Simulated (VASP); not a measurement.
Wanted: the native input for a VASP 6.6.1 run.

```yaml
Task: relaxation of cell and atoms
Functional: PBEsol
Potentials_or_basis: VASP PAW PBE potentials, release 64 (Te, Nb_sv)
Cutoff: 600 eV
k_mesh: 8 × 8 × 7
Occupations: fermi-dirac, width 0.05 eV
Spin: no spin polarisation
Target_pressure: 10 GPa
Dipole_correction: no
Further_INCAR_settings: ALGO = Normal; EDIFF = 1e-06; IBRION = 2; EDIFFG = -0.01; NSW = 60; ISIF = 3
```

The structure of NbTe lies in POSCAR:

```
NbTe
1.0
    3.7029743866      0.0000000000      0.0000000000
   -1.8514871933      3.2068698884      0.0000000000
    0.0000000000      0.0000000000      3.6942110000
Te Nb
1 1
Direct
    0.6666666667      0.3333333333      0.0000000000
    0.0000000000      0.0000000000      0.5000000000
```

These files were run (other wordings do the same):

INCAR

```
SYSTEM = NbTe
PREC = Accurate
ENCUT = 600
EDIFF = 1E-6
ISMEAR = -1
SIGMA = 0.05
LREAL = .False.
LASPH = .True.
NELM = 80
ALGO = Normal
ISIF = 3
LWAVE = .False.
LCHARG = .False.
GGA = PS
IBRION = 2
NSW = 60
EDIFFG = -0.01
PSTRESS = 100.0
```

KPOINTS

```
regular mesh
0
Gamma
  8 8 7
  0 0 0
```

Potentials or basis: VASP PAW PBE potentials, release 64 (Te, Nb_sv).

Command:

```console
$ cat potpaw_PBE.64/Te/POTCAR potpaw_PBE.64/Nb_sv/POTCAR > POTCAR
$ mpirun -np 1 vasp_std > vasp.out
```

It gave:

* Relaxed volume: 19.59 Å³/atom
* Relaxed cell: a = 3.525 Å, b = 3.525 Å, c = 3.642 Å, α = 90.00°, β = 90.00°, γ = 120.00°
* Space group after relaxing (to 0.05 Å): P-6m2 (No. 187)
* Energy change on relaxing (the enthalpy is what falls): +22.8 meV/atom
* Ionic steps: 10
* Pressure after relaxing: 10.0 GPa

Caveat: the cell is relaxed towards a set pressure, so the enthalpy falls and the energy may rise; the PAW data sets were made with another functional, which shifts forces and pressure a little.

Wall time 2.8 min on 1 thread of Intel(R) Xeon(R) Platinum 8488C (Sapphire Rapids), with other jobs on the host, peak memory 0.2 GiB.
